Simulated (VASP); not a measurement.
A run of VASP 6.6.1 is set up as follows.

The input INCAR:

```
SYSTEM = MoN2
PREC = Accurate
ENCUT = 600
EDIFF = 1E-6
ISMEAR = -1
SIGMA = 0.05
LREAL = .False.
LASPH = .True.
NELM = 80
ALGO = Normal
ISIF = 8
LWAVE = .False.
LCHARG = .False.
GGA = PS
IBRION = 2
NSW = 80
EDIFFG = -0.03
```

The input KPOINTS:

```
Automatic mesh
0
Gamma
  5 5 7
  0 0 0
```

File POSCAR:

```
MoN2
1.0
    4.3480530000      0.0000000000      0.0000000000
    0.0000000000      4.3480530000      0.0000000000
    0.0000000000      0.0000000000      2.7674600000
Mo N
2 4
Direct
    0.5000000000      0.5000000000      0.0000000000
    0.0000000000      0.0000000000      0.0000000000
    0.8883530000      0.3883530000      0.5000000000
    0.1116470000      0.6116470000      0.5000000000
    0.3883530000      0.1116470000      0.5000000000
    0.6116470000      0.8883530000      0.5000000000
```

Potentials or basis: VASP PAW PBE potentials, release 64 (Mo_sv, N).

The run is started by

```console
$ cat potpaw_PBE.64/Mo_sv/POTCAR potpaw_PBE.64/N/POTCAR > POTCAR
$ mpirun -np 1 vasp_std > vasp.out
```

Q: Predict the relaxed volume.

A: 8.36 Å³/atom.

Q: Estimate the band gap on the k mesh.

A: Zero (band 24 reaches 14.43 eV, above the bottom of band 25 at 12.13 eV).

Q: Predict the relaxed cell.

A: a = 4.288 Å, b = 4.288 Å, c = 2.729 Å, α = 90.00°, β = 90.00°, γ = 90.00°.

Q: Predict the space group after relaxing (to 0.05 Å).

A: P4/mbm (No. 127).

Stress tensor (GPa, compression positive):
```
 0.10  0.00  0.00
 0.00  0.10  0.00
 0.00  0.00 -0.02
```

Caveat: the PAW data sets were made with another functional, which shifts forces and pressure a little.
